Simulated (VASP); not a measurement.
A run of VASP 6.6.1 is set up as follows.

INCAR

```
PREC = Accurate
ENCUT = 520
EDIFF = 1E-6
ISMEAR = 0
SIGMA = 0.05
LREAL = F
LASPH = T
NELM = 80
ALGO = Normal
ISIF = 2
LWAVE = F
LCHARG = F
GGA = PE
NBANDS = 15
```

KPOINTS

```
Automatic mesh
0
Gamma
  8 8 8
```

The input POSCAR:

```
SrO
1.0
    0.0000000000      2.5698000000      2.5698000000
    2.5698000000      0.0000000000      2.5698000000
    2.5698000000      2.5698000000      0.0000000000
Sr O
1 1
Direct
    0.0972838353      0.0972838353     -0.0972838353
    0.5000000000      0.5000000000      0.5000000000
```

Potentials or basis: VASP PAW PBE potentials, release 64 (Sr_sv, O).

Command:

```console
$ cat potpaw_PBE.64/Sr_sv/POTCAR potpaw_PBE.64/O/POTCAR > POTCAR
$ mpirun -np 1 vasp_std > vasp.out
```

Task: Estimate the largest force.

Result: 3.440 eV/Å.

Task: Estimate the band gap on the k mesh.

Result: 3.28 eV, indirect (least direct gap 3.29 eV).

Forces on the atoms (eV/Å):
```
Sr   0.000  0.000 -3.440
O    0.000  0.000  3.440
```

Caveat: the cell differs from its parent crystal (all Sr atoms moved -0.500 Å, as atom 1 towards its neighbour atom 2 (O) at 2.570 Å); forces of over 1 eV/Å act on the atoms, so gaps and moduli don't describe the material at rest. A k mesh can miss the band edges.
